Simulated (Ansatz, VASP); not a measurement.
## Two plane-wave programs on CoO

INCAR

```
PREC = Accurate
ENCUT = 600
EDIFF = 1E-6
ISMEAR = -1
SIGMA = 0.05
LREAL = False
LASPH = True
NELM = 150
ALGO = Normal
ISIF = 3
LWAVE = False
LCHARG = False
ISPIN = 2
MAGMOM = 2 0
LORBIT = 11
LMAXMIX = 4
GGA = PE
ALDAC = 0.0
AGGAC = 0.0
IBRION = 2
NSW = 60
EDIFFG = -0.01
```

KPOINTS

```
regular mesh
0
Gamma
  11 11 11
```

File POSCAR:

```
CoO
1.0
    0.0000000000      2.1315000000      2.1315000000
    2.1315000000      0.0000000000      2.1315000000
    2.1315000000      2.1315000000      0.0000000000
Co O
1 1
Direct
    0.0000000000      0.0000000000      0.0000000000
    0.5000000000      0.5000000000      0.5000000000
```

The input input.yaml:

```yaml
crystal:
  lattice:
    - [0.0, 2.1315, 2.1315]
    - [2.1315, 0.0, 2.1315]
    - [2.1315, 2.1315, 0.0]
  atoms:
    - { symbol: Co, position: [0.0, 0.0, 0.0], spin: 2.0 }
    - { symbol: O, position: [0.5, 0.5, 0.5] }
hamiltonian:
  xc: { exchange: pbe, correlation: none }
  pseudopotentials: { kind: paw }
magnetization:
  spin_polarized: true
kpoints:
  mp_grid: { grid: [11, 11, 11] }
scf:
  occupations: { method: fermi_dirac, width: 0.05 }
output:
  forces: true
  stress: true
relax:
  f_tol: 0.01
  max_steps: 40
  cell: { stress_tol: 0.05 }
```

Alike in both runs: task relaxation of cell and atoms; functional PBE exchange alone; k mesh 11 × 11 × 11; occupations fermi-dirac, width 0.05 eV; collinear spin.

|  | VASP | Ansatz |
| --- | --- | --- |
| version | VASP 6.6.1 | Ansatz 0.2.0 |
| potentials or method | VASP PAW PBE potentials, release 64 (Co, O) | Ansatz PAW |
| plane-wave cutoff (eV) | 600 | 420 |
| valence electrons in the cell | 15 | 23 |

|  | VASP | Ansatz | Ansatz less VASP |
| --- | --- | --- | --- |
| net moment per atom (μB) | 1.50 | 1.50 | 0.000 |
| size of the moment on the site where the two differ most (μB) | 2.64 | 2.58 | -0.059 |
| relaxed volume (Å³/atom) | 10.96 | 11.00 | +0.042 |
| relaxed cell length with the largest relative difference (Å) | 3.141 | 3.145 | +0.0040 |

VASP's potentials were made for PBE, not for PBE exchange alone. Site moments also hang on the region over which each program counts them. VASP's potentials hold 15 valence electrons a cell and Ansatz's 23, so a difference there can come from the potentials and not from the codes.

Noted on Ansatz's run: the plane-wave basis is chosen anew once the cell has moved, so the energies of steps on either side of that aren't comparable.
